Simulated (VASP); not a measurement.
# ZnSe (P4/nmm) in VASP: further runs

The runs below take ZnSe through single point, with PBEsol.

Program: VASP 6.6.1. These are calculated values, not measurements. Logs are shortened: lines on timing, memory, paths and dates and some standing lists are left out, and cuts for length are marked.

### Step 1. The cell of the first run

Symmetry: P4/nmm, No. 129, tetragonal system. The conventional cell has a = 3.829 Å, b = 3.829 Å, c = 5.258 Å, α = 90.00°, β = 90.00°, γ = 90.00°. Zn (site symmetry -4m2) has 4 Se at 2.32 Å and 4 Zn at 2.71 Å within 3.1 Å. Within 3.1 Å of Se (site symmetry 4mm) lie 4 Zn at 2.32 Å.

### Step 2. Single point, PBEsol (atoms shifted along a free coordinate)

Contents of INCAR:

```
PREC = Accurate ; ENCUT = 520
EDIFF = 1E-7 ; ISMEAR = 0
SIGMA = 0.05 ; LREAL = False
LASPH = True ; NELM = 100
ALGO = Normal ; ISIF = 2
LWAVE = False ; LCHARG = True
GGA = PS ; LELF = True
LVHAR = True ; NBANDS = 26
```

Contents of KPOINTS:

```
regular mesh
0
Gamma
  8 8 6
```

Contents of POSCAR:

```
ZnSe
1.0
    3.8287309347      0.0000000000      0.0000000000
    0.0000000000      3.8287309347      0.0000000000
    0.0000000000      0.0000000000      5.2575926485
Zn Se
2 2
Direct
    0.0000000000      0.0000000000      0.0000000000
    0.5000000000      0.5000000000      0.0000000000
    0.0000000000      0.5000000000      0.2500800731
    0.5000000000      0.0000000000      0.7499199269
```

Potentials or basis: VASP PAW PBE potentials, release 64 (Zn, Se).

Run with:

```bash
cat potpaw_PBE.64/Zn/POTCAR potpaw_PBE.64/Se/POTCAR > POTCAR
mpirun -np 1 vasp_std > vasp.out
```

OUTCAR:

```text
PREC = Accurate
   ENCUT = 520
   EDIFF = 1E-7
   ISMEAR = 0
   LREAL = False
   LASPH = True
   NELM = 100
   ISIF = 2
   GGA = PS

 ion  position               nearest neighbor table
   1  0.000  0.000  0.000-   3 2.32   4 2.32   3 2.32   4 2.32   2 2.71   2 2.71   2 2.71   2 2.71

   2  0.500  0.500  0.000-   3 2.32   4 2.32   4 2.32   3 2.32   1 2.71   1 2.71   1 2.71   1 2.71

   3  0.000  0.500  0.250-   1 2.32   2 2.32   1 2.32   2 2.32
   4  0.500  0.000  0.750-   1 2.32   2 2.32   2 2.32   1 2.32

  LATTYP: Found a simple tetragonal cell.
 ALAT       =     3.8287309347
 C/A-ratio  =     1.3731946011

  Lattice vectors:

 A1 = (   3.8287309347,   0.0000000000,   0.0000000000)
 A2 = (   0.0000000000,   3.8287309347,   0.0000000000)
 A3 = (   0.0000000000,   0.0000000000,   5.2575926485)

Analysis of symmetry for initial positions (statically):
=====================================================================
 Subroutine PRICEL returns:
 Original cell was already a primitive cell.

 Routine SETGRP: Setting up the symmetry group for a
 simple tetragonal supercell.

 Subroutine GETGRP returns: Found 16 space group operations
 (whereof  8 operations were pure point group operations)
 out of a pool of 16 trial point group operations.

The static configuration has the point symmetry D_2d.
 The point group associated with its full space group is D_4h.

Analysis of symmetry for dynamics (positions and initial velocities):
=====================================================================
 Subroutine PRICEL returns:
 Original cell was already a primitive cell.

 Routine SETGRP: Setting up the symmetry group for a
 simple tetragonal supercell.

 Subroutine GETGRP returns: Found 16 space group operations
 (whereof  8 operations were pure point group operations)
 out of a pool of 16 trial point group operations.

The dynamic configuration has the point symmetry D_2d.
 The point group associated with its full space group is D_4h.

 Subroutine INISYM returns: Found 16 space group operations
 (whereof  8 operations are pure point group operations),
 and found     1 'primitive' translations

----------------------------------------------------------------------------------------

                                     Primitive cell

[... 91 lines left out ...]
   LASPH  =      T    aspherical Exc in radial PAW
   ENCUT  =  520.0 eV  38.22 Ry    6.18 a.u.   7.12  7.12  9.78*2*pi/ulx,y,z
   NELM   =    100;   NELMIN=  2; NELMDL= -5     # of ELM steps
   EDIFF  = 0.1E-06   stopping-criterion for ELM
   LREAL  =      F    real-space projection
   EDIFFG = 0.1E-05   stopping-criterion for IOM
   NSW    =      0    number of steps for IOM
   IBRION =     -1    ionic relax: 0-MD 1-quasi-New 2-CG
   NFREE  =      0    steps in history (QN), initial steepest desc. (CG)
   ISIF   =      2    stress and relaxation
   ISYM   =      2    0-nonsym 1-usesym 2-fastsym
   POTIM  = 0.5000    time-step for ionic-motion
   TEBEG  =    0.0;   TEEND  =   0.0 temperature during run
   PSTRESS=    0.0 pullay stress
   NELECT =      36.0000    total number of electrons
   NUPDOWN=      -1.0000    fix difference up-down
   EMIN   =  10.00;   EMAX   =-10.00  energy-range for DOS
   EFERMI =   0.00;   METHOD = LEGACY
   ISMEAR =     0;   SIGMA  =   0.05  broadening in eV -4-tet -1-fermi 0-gaus
   EFERMI_NEDOS =   21; number of points for ismear=-14 and -15
   IALGO  =     38    algorithm
   IMIX   =      4    mixing-type and parameters
     AMIX     =   0.40;   BMIX     =  1.00
     AMIX_MAG =   1.60;   BMIX_MAG =  1.00
  volume/ion in A,a.u.               =      19.27       130.03
  Fermi-wavevector in a.u.,A,eV,Ry     =   1.270214  2.400356 21.952222  1.613443
  Thomas-Fermi vector in A             =   2.403213
   LORBIT       =      0    0 simple, 1 ext, 2 COOP (PROOUT), +10 PAW based schemes
   GGA     = PS    functional components
   LHFCALC =     F    Hartree Fock is set to
   AEXX    =    0.0000 exact exchange contribution
   IVDW    =     0    specifies the selected vdW correction
   LEPSILON=     F    determine dielectric tensor
   LRPA    =     F    only Hartree local field effects (RPA)
 non-spin polarized calculation
 Gauss-broadening in eV      SIGMA  =   0.05
  energy-cutoff  :      520.00
  volume of cell :       77.07
 maximum number of plane-waves:      2096
   NGX = 15   NGY = 15   NGZ = 19

 number of electron      35.9999992 magnetization

 Free energy of the ion-electron system (eV)
  ---------------------------------------------------
  ext. energy  EPLUGINS =         0.00000000
  ---------------------------------------------------
  free energy    TOTEN  =       -11.88137733 eV

  energy without entropy =      -11.88137733  energy(sigma->0) =      -11.88137733

 E-fermi :   3.4154     XC(G=0): -10.2036

 val. band max:        3.2081617221   @ k =   0.0000   0.0000   0.0000
 cond. band min:       4.7142016292   @ k =   0.0000   0.0000   0.0000
 fundamental gap:      1.5060399071
 Fermi energy:         3.4154390178

 k-point     1 :       0.0000    0.0000    0.0000
  band No.  band energies     occupation
      1     -11.8946      2.00000
      2     -10.1639      2.00000
      3      -4.9854      2.00000
      4      -4.9244      2.00000
      5      -4.8626      2.00000
      6      -4.8626      2.00000
[... 685 lines left out ...]
     25      11.9854      0.00000
     26      11.9854      0.00000

 [... further k-points ...]

------------------------ aborting loop because EDIFF is reached ----------------------------------------

  FORCE on cell =-STRESS in cart. coord.  units (eV):
  Direction    XX          YY          ZZ          XY          YZ          ZX
  --------------------------------------------------------------------------------------
  -------------------------------------------------------------------------------------
  Total       10.0856388     10.0856388      9.4909647      0.0000000      0.0000000     -0.0000000
  in kB      209.6608604    209.6608604    197.2987392      0.0000000      0.0000000     -0.0000000
  external PRESSURE =     205.5401533 kB  Pullay stress =       0.0000000 kB

 VOLUME and BASIS-vectors are now :
 -----------------------------------------------------------------------------
  energy-cutoff  :      520.00
  volume of cell :       77.07
      direct lattice vectors                 reciprocal lattice vectors
     3.828730935  0.000000000  0.000000000     0.261183148  0.000000000  0.000000000
     0.000000000  3.828730935  0.000000000     0.000000000  0.261183148  0.000000000
     0.000000000  0.000000000  5.257592649     0.000000000  0.000000000  0.190201118

 POSITION                                       TOTAL-FORCE (eV/Angst)
 -----------------------------------------------------------------------------------
      0.00000      0.00000      0.00000        -0.000000     -0.000000      0.000000
      1.91437      1.91437      0.00000         0.000000      0.000000      0.000000
      0.00000      1.91437      1.31482        -0.000000      0.000000      3.477034
      1.91437      0.00000      3.94277        -0.000000     -0.000000     -3.477034
 -----------------------------------------------------------------------------------
    total drift:                                0.000000      0.000000     -0.000000

  FREE ENERGIE OF THE ION-ELECTRON SYSTEM (eV)
  ---------------------------------------------------
  free  energy   TOTEN  =       -11.8813773345 eV

  energy  without entropy=      -11.8813773345  energy(sigma->0) =      -11.88137733
```

Wall time 39 s (1 thread of Intel Xeon 6975P-C (Granite Rapids), shared host); peak memory 0.24 GiB.

Results:

```
Free energy            : -11.8814 eV
Pressure               : 20.6 GPa
Largest force          : 3.477 eV/Å
Band gap on the k mesh : 1.51 eV
```

Forces on the atoms (eV/Å):
```
Zn   0.000  0.000  0.000
Zn   0.000  0.000  0.000
Se   0.000  0.000  3.477
Se   0.000  0.000 -3.477
```

Levels at points of the mesh, in eV from the valence-band top:
```csv
k point,band 15,band 16,band 17,band 18,band 19,band 20,band 21,band 22
"(0.00, 0.00, 0.00)",-3.69,-0.24,-0.24,0.00,1.51,1.94,2.16,5.41
"(0.50, 0.00, 0.00)",-2.49,-2.49,-1.59,-1.59,3.37,3.37,6.44,6.44
"(0.50, 0.50, 0.00)",-3.25,-3.25,-3.05,-3.05,2.71,2.71,3.51,3.51
"(0.00, 0.00, 0.50)",-3.41,-1.90,-0.84,-0.84,1.82,3.05,4.29,4.50
"(0.50, 0.00, 0.50)",-1.51,-1.51,-1.05,-1.05,2.53,2.53,5.74,5.74
"(0.50, 0.50, 0.50)",-3.93,-3.93,-3.76,-3.76,5.02,5.02,6.31,6.31
```

Caveat: the cell differs from its parent crystal (atoms shifted along a free coordinate); the cell stands under pressure; the PAW data sets were made with another functional, which shifts forces and pressure a little. A k mesh can miss the band edges.

### Step 3. Single point, PBEsol (atoms shifted along a free coordinate)

Contents of INCAR:

```
PREC = Accurate ; ENCUT = 520
EDIFF = 1E-6 ; ISMEAR = 0
SIGMA = 0.05 ; LREAL = F
LASPH = T ; NELM = 100
ALGO = Normal ; ISIF = 2
LWAVE = F ; LCHARG = F
GGA = PS ; NBANDS = 26
```

Contents of KPOINTS:

```
Automatic mesh
0
Gamma
  8 8 6
```

POSCAR, as its differences from that of step 2:

```diff
@@ -10,3 +10,3 @@
     0.5000000000      0.5000000000      0.0000000000
-    0.0000000000      0.5000000000      0.2500800731
-    0.5000000000      0.0000000000      0.7499199269
+    0.0000000000      0.5000000000      0.2862553369
+    0.5000000000      0.0000000000      0.7137446631
```

Potentials or basis: VASP PAW PBE potentials, release 64 (Zn, Se).

Run with:

```bash
cat potpaw_PBE.64/Zn/POTCAR potpaw_PBE.64/Se/POTCAR > POTCAR
mpirun -np 1 vasp_std > vasp.out
```

OUTCAR:

```text
PREC = Accurate
   ENCUT = 520
   EDIFF = 1E-6
   ISMEAR = 0
   LREAL = F
   LASPH = T
   NELM = 100
   ISIF = 2
   GGA = PS

 ion  position               nearest neighbor table
   1  0.000  0.000  0.000-   3 2.44   4 2.44   3 2.44   4 2.44   2 2.71   2 2.71   2 2.71   2 2.71

   2  0.500  0.500  0.000-   3 2.44   4 2.44   4 2.44   3 2.44   1 2.71   1 2.71   1 2.71   1 2.71

   3  0.000  0.500  0.286-   1 2.44   2 2.44   1 2.44   2 2.44
[... 899 lines left out ...]
  FORCE on cell =-STRESS in cart. coord.  units (eV):
  Direction    XX          YY          ZZ          XY          YZ          ZX
  --------------------------------------------------------------------------------------
  -------------------------------------------------------------------------------------
  Total        4.6419648      4.6419648      3.2320297      0.0000000      0.0000000      0.0000000
  in kB       96.4974409     96.4974409     67.1876255      0.0000000      0.0000000      0.0000000
  external PRESSURE =      86.7275024 kB  Pullay stress =       0.0000000 kB

 VOLUME and BASIS-vectors are now :
 -----------------------------------------------------------------------------
  energy-cutoff  :      520.00
  volume of cell :       77.07
      direct lattice vectors                 reciprocal lattice vectors
     3.828730935  0.000000000  0.000000000     0.261183148  0.000000000  0.000000000
     0.000000000  3.828730935  0.000000000     0.000000000  0.261183148  0.000000000
     0.000000000  0.000000000  5.257592649     0.000000000  0.000000000  0.190201118

 POSITION                                       TOTAL-FORCE (eV/Angst)
 -----------------------------------------------------------------------------------
      0.00000      0.00000      0.00000         0.000000     -0.000000      0.000000
      1.91437      1.91437      0.00000         0.000000      0.000000      0.000000
      0.00000      1.91437      1.50501         0.000000     -0.000000      0.634230
      1.91437      0.00000      3.75258         0.000000      0.000000     -0.634230
 -----------------------------------------------------------------------------------
    total drift:                                0.000000      0.000000     -0.000000

  FREE ENERGIE OF THE ION-ELECTRON SYSTEM (eV)
  ---------------------------------------------------
  free  energy   TOTEN  =       -12.6487983597 eV

  energy  without entropy=      -12.6487983597  energy(sigma->0) =      -12.64879836
```

stdout:

```text
POSCAR found type information on POSCAR ZnSe
 POSCAR found :  2 types and       4 ions
 scaLAPACK will be used
 -----------------------------------------------------------------------------
|                                                                             |
|                                                                             |
|     You enforced a specific xc type in the INCAR file but a different       |
|     I HOPE YOU KNOW WHAT YOU ARE DOING!                                     |
|                                                                             |
 -----------------------------------------------------------------------------

 LDA part: xc-table for (Slater+PW92), standard interpolation
 POSCAR, INCAR and KPOINTS ok, starting setup
 FFT: planning ... GRIDC
 FFT: planning ... GRID_SOFT
 FFT: planning ... GRID
 WAVECAR not read
 entering main loop
```

Run time: 34 s. Hardware: 1 thread of Intel Xeon 6975P-C (Granite Rapids), shared host; peak memory 0.24 GiB.

Results:

- Free energy: -12.6488 eV
- Pressure: 8.7 GPa
- Largest force: 0.634 eV/Å
- Band gap on the k mesh: 1.66 eV

Forces on the atoms (eV/Å):
```
Zn   0.000  0.000  0.000
Zn   0.000  0.000  0.000
Se   0.000  0.000  0.634
Se   0.000  0.000 -0.634
```

Levels at points of the mesh, in eV from the valence-band top:
| k point | band 16 | band 17 | band 18 | band 19 | band 20 | band 21 |
| --- | --- | --- | --- | --- | --- | --- |
| (0.00, 0.00, 0.00) | -0.55 | 0.00 | 0.00 | 1.66 | 1.95 | 2.49 |
| (0.50, 0.00, 0.00) | -2.99 | -1.22 | -1.22 | 3.85 | 3.85 | 5.18 |
| (0.50, 0.50, 0.00) | -3.10 | -2.70 | -2.70 | 2.11 | 2.11 | 2.49 |
| (0.00, 0.00, 0.50) | -2.24 | -1.06 | -1.06 | 2.40 | 3.20 | 4.24 |
| (0.50, 0.00, 0.50) | -1.11 | -1.02 | -1.02 | 2.24 | 2.24 | 5.55 |
| (0.50, 0.50, 0.50) | -4.11 | -3.79 | -3.79 | 4.71 | 4.71 | 5.40 |

Caveat: the cell differs from its parent crystal (atoms shifted along a free coordinate); the cell stands under pressure; the PAW data sets were made with another functional, which shifts forces and pressure a little.

### Step 4. Single point, PBEsol (atoms shifted along a free coordinate)

Contents of INCAR:

```
PREC = Accurate ; ENCUT = 520
EDIFF = 1E-6 ; ISMEAR = 0
SIGMA = 0.05 ; LREAL = False
LASPH = True ; NELM = 80
ALGO = Normal ; ISIF = 2
LWAVE = False ; LCHARG = True
GGA = PS ; LELF = True
LVHAR = True ; NBANDS = 26
```

KPOINTS is that of step 3.

POSCAR, as its differences from that of step 3:

```diff
@@ -10,3 +10,3 @@
     0.5000000000      0.5000000000      0.0000000000
-    0.0000000000      0.5000000000      0.2862553369
-    0.5000000000      0.0000000000      0.7137446631
+    0.0000000000      0.5000000000      0.2139048092
+    0.5000000000      0.0000000000      0.7860951908
```

Potentials or basis: VASP PAW PBE potentials, release 64 (Zn, Se).

Run with:

```bash
cat potpaw_PBE.64/Zn/POTCAR potpaw_PBE.64/Se/POTCAR > POTCAR
mpirun -np 1 vasp_std > vasp.out
```

OUTCAR:

```text
PREC = Accurate
   ENCUT = 520
   EDIFF = 1E-6
   ISMEAR = 0
   LREAL = False
   LASPH = True
   NELM = 80
   ISIF = 2
   GGA = PS

 ion  position               nearest neighbor table
   1  0.000  0.000  0.000-   3 2.22   4 2.22   3 2.22   4 2.22   2 2.71   2 2.71   2 2.71   2 2.71

   2  0.500  0.500  0.000-   3 2.22   4 2.22   4 2.22   3 2.22   1 2.71   1 2.71   1 2.71   1 2.71

   3  0.000  0.500  0.214-   1 2.22   2 2.22   1 2.22   2 2.22
   4  0.500  0.000  0.786-   1 2.22   2 2.22   2 2.22   1 2.22
[... 899 lines left out ...]
  Direction    XX          YY          ZZ          XY          YZ          ZX
  --------------------------------------------------------------------------------------
  -------------------------------------------------------------------------------------
  Total       19.2442305     19.2442305     14.5245323      0.0000000      0.0000000      0.0000000
  in kB      400.0502115    400.0502115    301.9368426      0.0000000      0.0000000      0.0000000
  external PRESSURE =     367.3457552 kB  Pullay stress =       0.0000000 kB

 VOLUME and BASIS-vectors are now :
 -----------------------------------------------------------------------------
  energy-cutoff  :      520.00
  volume of cell :       77.07
      direct lattice vectors                 reciprocal lattice vectors
     3.828730935  0.000000000  0.000000000     0.261183148  0.000000000  0.000000000
     0.000000000  3.828730935  0.000000000     0.000000000  0.261183148  0.000000000
     0.000000000  0.000000000  5.257592649     0.000000000  0.000000000  0.190201118

 POSITION                                       TOTAL-FORCE (eV/Angst)
 -----------------------------------------------------------------------------------
      0.00000      0.00000      0.00000         0.000000     -0.000000      0.000000
      1.91437      1.91437      0.00000        -0.000000      0.000000      0.000000
      0.00000      1.91437      1.12462        -0.000000      0.000000      6.511125
      1.91437      0.00000      4.13297        -0.000000     -0.000000     -6.511125
 -----------------------------------------------------------------------------------
    total drift:                                0.000000      0.000000     -0.000000

  FREE ENERGIE OF THE ION-ELECTRON SYSTEM (eV)
  ---------------------------------------------------
  free  energy   TOTEN  =        -9.9794920794 eV

  energy  without entropy=       -9.9794920794  energy(sigma->0) =       -9.97949208
```

Run time: 40 s. Hardware: 1 thread of Intel Xeon 6975P-C (Granite Rapids), shared host; peak memory 0.24 GiB.

What came out:

| Property | Result |
| --- | --- |
| Free energy | -9.9795 eV |
| Pressure | 36.7 GPa |
| Largest force | 6.511 eV/Å |
| Band gap on the k mesh | 1.13 eV |

Forces in eV/Å, atoms in the order of the input:
```
Zn   0.000  0.000  0.000
Zn   0.000  0.000  0.000
Se   0.000  0.000  6.511
Se   0.000  0.000 -6.511
```

Caveat: the cell differs from its parent crystal (atoms shifted along a free coordinate); the cell stands under pressure; the PAW data sets were made with another functional, which shifts forces and pressure a little. A k mesh can miss the band edges.

(Part 1 of 2 ends here.)
